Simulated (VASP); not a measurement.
HfO2:

```xyz
12
Lattice="5.2184 0.0000 0.0000 0.0000 5.2874 0.0000 -0.8755 0.0000 5.3161" Properties=species:S:1:pos:R:3 pbc="T T T"
Hf    0.8178    2.4338    3.7638
Hf    3.0873    5.0775    4.2104
Hf    3.5251    2.8536    1.5523
Hf    1.2556    0.2099    1.1058
O    -0.3541    0.8904    4.5012
O     4.2592    3.5341    3.4730
O     4.6970    4.3970    0.8150
O     0.0837    1.7533    1.8431
O     1.4834    3.9227    5.2103
O     2.4217    1.2790    2.7639
O     2.8595    1.3647    0.1058
O     1.9212    4.0084    2.5523
```

Program: VASP 6.6.1. Alike in all runs: task single point; no spin polarisation; cell as given; k mesh 5 × 5 × 5; cutoff (eV) 520; smearing fermi-dirac 0.05 eV.

Q: Order these runs on this cell by their pressure, lowest first.
A. level RPBE+D4; potentials or basis VASP PAW PBE potentials, release 64 (Hf_pv, O)
B. level RPBE; potentials or basis VASP PAW PBE potentials, release 64 (Hf_pv, O)
C. level PBEsol+D4; potentials or basis VASP PAW PBE potentials, release 64 (Hf_pv, O)
D. level PBE; potentials or basis VASP PAW PBE potentials, release 64 (Hf_pv, O)
E. level LDA; potentials or basis VASP PAW LDA potentials, release 64 (Hf_pv, O)

A: E (-21.9 GPa), C (-18.2 GPa), A (-12.0 GPa), D (-10.2 GPa), B (-5.9 GPa).

Caveats: the PAW data sets were made with another functional, which shifts forces and pressure a little (some runs).
